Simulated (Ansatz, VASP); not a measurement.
One calculation of RbTi6, two programs

```
Rb Ti
1.0
     6.49004    0.00000    0.00000
     0.00000    6.49004    0.00000
     0.00000    0.00000    6.49004
Rb Ti
1 6
Direct
  0.00000 0.00000 0.00000
  0.50000 0.50000 0.21852
  0.50000 0.50000 0.78148
  0.21852 0.50000 0.50000
  0.78148 0.50000 0.50000
  0.50000 0.21852 0.50000
  0.50000 0.78148 0.50000
```

Change from the starting cell: species swapped into the ErB6 type (Pm-3m, No. 221).

Alike in both runs: functional PBE; k mesh 4 × 4 × 4; occupations gaussian, width 0.1 eV; no spin polarisation.

Ansatz relaxed the structure, and its values are those at the end. VASP's run is a single point on that final structure, the one shown.

|  | VASP | Ansatz |
| --- | --- | --- |
| version | VASP 6.6.1 | Ansatz 0.2.0 |
| potentials or method | VASP PAW PBE potentials, release 64 (Rb_sv, Ti_sv), cutoff 500 eV | scalar-relativistic, plane waves, PAW |
| valence electrons in the cell | 81 | 81 |

```tsv
	VASP	Ansatz	Ansatz less VASP
gap on the k mesh at the Fermi level (eV)	none	none	-
pressure (GPa)	0.3	0.4	+0.11
rms of the force components (eV/Å)	0.008	0.004	-0.0034
```

A gap of «none» marks a metal or a gap that the smearing closes.
